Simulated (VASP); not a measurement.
Crystal: MgS.

```
Mg S
1.0
     0.00000    2.60152    2.60152
     2.60152    0.00000    2.60152
     2.60152    2.60152    0.00000
Mg S
1 1
Direct
  0.00000 0.00000 0.00000
  0.50000 0.50000 0.50000
```

Base run:

```yaml
Program: VASP 6.6.1
Functional: PBEsol
Potentials_or_basis: VASP PAW PBE potentials, release 64 (Mg, S)
Cutoff: 520 eV
k_mesh: 6 × 6 × 6
Occupations: gaussian, width 0.01 eV
Spin: no spin polarisation
```

Its results: band gap on the k mesh 2.70 eV, indirect (least direct gap 3.59 eV); pressure -1.1 GPa.

**Question.** The run is repeated on the same cell with these changes: functional from PBEsol to r2SCAN. What comes out?

**Answer.** Band gap on the k mesh 3.43 eV, indirect (least direct gap 4.62 eV); pressure -0.4 GPa.

r2SCAN gives the wider gap, since meta-GGAs in the generalised Kohn-Sham scheme recover part of the derivative discontinuity.

Caveats: the PAW data sets were made with another functional, which shifts forces and pressure a little.

A k mesh can miss the band edges.
